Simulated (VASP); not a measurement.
A run of VASP 6.6.1 is set up as follows.

INCAR

```
SYSTEM = WSe2
PREC     = Accurate       ! precision mode
ENCUT    = 520            ! plane-wave cutoff, eV
EDIFF    = 1E-6           ! SCF threshold, eV
ISMEAR   = 0              ! smearing method
SIGMA    = 0.05           ! smearing width, eV
LREAL    = .False.        ! projectors in reciprocal space
LASPH    = .True.         ! aspherical terms in the spheres
NELM     = 100            ! most SCF steps
ALGO     = Normal         ! electronic algorithm
ISIF     = 2              ! what is computed and relaxed
LWAVE    = .False.        ! write WAVECAR
LCHARG   = .False.        ! write CHGCAR
GGA      = PS             ! functional
NBANDS   = 35             ! bands
```

KPOINTS

```
regular mesh
0
Gamma
  9 9 2
  0 0 0
```

File POSCAR:

```
WSe2
1.0
   -3.2711504052      0.0000000000      0.0000000000
   -1.6355752026     -2.8328993505      0.0000000000
   -1.3084601621      0.0000000000     13.2206689562
W Se
2 4
Direct
    0.0333333333      0.3333333333      0.7500000000
    0.5666666667      0.6666666667      0.2500000000
    0.2839788609      0.3333333333      0.1233861811
    0.4173121942      0.6666666667      0.6233861811
    0.1826878058      0.3333333333      0.3766138189
    0.3160211391      0.6666666667      0.8766138189
```

Potentials or basis: VASP PAW PBE potentials, release 64 (W_sv, Se).

Launch:

```console
$ cat potpaw_PBE.64/W_sv/POTCAR potpaw_PBE.64/Se/POTCAR > POTCAR
$ mpirun -np 1 vasp_std > vasp.out
```

(1) Predict the largest force.

(2) Estimate the band gap on the k mesh.

## Answers

(1) 0.107 eV/Å.

(2) 1.10 eV (least direct gap 1.62 eV).

Caveat: the cell differs from its parent crystal (the part above a cut slid along it); the PAW data sets were made with another functional, which shifts forces and pressure a little; spin-orbit coupling is left out, which moves the levels of the heavy elements.
